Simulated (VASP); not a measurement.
CsMgBiO3, 6 atoms in the cell. The structure is trigonal, space group R3m (No. 160). Conventional cell: a = 6.203 Å, b = 6.203 Å, c = 11.391 Å, α = 90.00°, β = 90.00°, γ = 120.00°. Bi (site symmetry 3m) has 3 O at 2.06 Å within 2.7 Å. Cs (site symmetry 3m) has 9 O at 3.27 Å and 4 Bi at 3.58 to 3.88 Å and 3 Mg at 3.66 Å within 4.3 Å. Within 2.5 Å of Mg (site symmetry 3m) lie 3 O at 1.87 Å. Within 2.5 Å of O (site symmetry m) lie 1 Mg at 1.87 Å and 1 Bi at 2.06 Å. 

| Item | Value |
| --- | --- |
| Program | VASP 6.6.1 |
| Task | single point |
| Functional | PBE |
| Potentials or basis | VASP PAW PBE potentials, release 64 (Bi_d, Cs_sv, Mg, O) |
| Cutoff | 520 eV |
| k mesh | 5 × 5 × 5 |
| Occupations | fermi-dirac, width 0.05 eV |
| Spin | no spin polarisation |
| Dipole correction | no |
| Further INCAR settings | ALGO = Normal; EDIFF = 1e-07; NBANDS = 31 |

Potentials or basis: VASP PAW PBE potentials, release 64 (Bi_d, Cs_sv, Mg, O).

Command:

```sh
$ cat potpaw_PBE.64/Bi_d/POTCAR potpaw_PBE.64/Cs_sv/POTCAR potpaw_PBE.64/Mg/POTCAR potpaw_PBE.64/O/POTCAR > POTCAR
$ mpirun -np 1 vasp_std > vasp.out
```

Hardware: 1 thread of Intel(R) Xeon(R) Platinum 8488C (Sapphire Rapids), with other jobs on the host.

**Question.** Estimate the wall time of this run.

**Answer.** Wall time 47 s on 1 thread of Intel(R) Xeon(R) Platinum 8488C (Sapphire Rapids), with other jobs on the host, peak memory 0.29 GiB. Counts: scf iterations 17, k points 19.
